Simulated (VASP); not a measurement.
A run of VASP 6.6.1 is set up as follows.

Contents of INCAR:

```
PREC = Accurate
ENCUT = 600
EDIFF = 1E-6
ISMEAR = 0
SIGMA = 0.01
LREAL = F
LASPH = T
NELM = 100
ALGO = Normal
ISIF = 3
LWAVE = F
LCHARG = F
GGA = PE
IBRION = 2
NSW = 100
EDIFFG = -0.01
PSTRESS = 80.0
```

Contents of KPOINTS:

```
Automatic mesh
0
Gamma
  6 6 6
```

File POSCAR:

```
BaZrO3
1.0
    4.1913400000      0.0000000000      0.0000000000
    0.0000000000      4.1913400000      0.0000000000
    0.0000000000      0.0000000000      4.1913400000
Ba Zr O
1 1 3
Direct
    0.0000000000      0.0000000000      0.0000000000
    0.5000000000      0.5000000000      0.5000000000
    0.0000000000      0.5000000000      0.5000000000
    0.5000000000      0.0000000000      0.5000000000
    0.5000000000      0.5000000000      0.0000000000
```

Potentials or basis: VASP PAW PBE potentials, release 64 (Ba_sv, Zr_sv, O).

Command:

```console
$ cat potpaw_PBE.64/Ba_sv/POTCAR potpaw_PBE.64/Zr_sv/POTCAR potpaw_PBE.64/O/POTCAR > POTCAR
$ mpirun -np 1 vasp_std > vasp.out
```

(1) Predict the relaxed volume.

(2) Predict the relaxed cell.

(3) What does it give for the space group after relaxing (to 0.05 Å)?

Results:

(1) 14.47 Å³/atom.

(2) a = 4.167 Å, b = 4.167 Å, c = 4.167 Å, α = 90.00°, β = 90.00°, γ = 90.00°.

(3) Pm-3m (No. 221).

Caveat: the cell is relaxed towards a set pressure, so the enthalpy falls and the energy may rise.
